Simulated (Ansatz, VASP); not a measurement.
**NaCl in VASP and in Ansatz**

```
Na Cl
1.0
     0.00000    2.80270    2.80270
     2.80270    0.00000    2.80270
     2.80270    2.80270    0.00000
Na Cl
1 1
Direct
  0.00000 0.00000 0.00000
  0.50000 0.50000 0.50000
```

Alike in both runs: task single point; functional HSE06; k mesh 6 × 6 × 6; no spin polarisation.

```csv
,VASP,Ansatz
version,VASP 6.6.1,Ansatz 0.2.0
potentials or method,"VASP PAW PBE potentials, release 64 (Na_pv, Cl)","plane waves, PAW"
plane-wave cutoff (eV),520,420
occupations,"gaussian, width 0.01 eV",fixed
valence electrons in the cell,14,16
```

Ansatz gave:

| Property | Result |
| --- | --- |
| gap on the k mesh at the Fermi level (eV) | 6.56 |
| pressure (GPa) | 0.7 |

Problem. Which values does VASP return?

Solution. gap on the k mesh at the Fermi level (eV): 6.55; pressure (GPa): 0.7.

VASP's potentials hold 14 valence electrons a cell and Ansatz's 16, so a difference there can come from the potentials and not from the codes. Ansatz's warnings: stress exchange threshold loose, stress scf threshold loose.
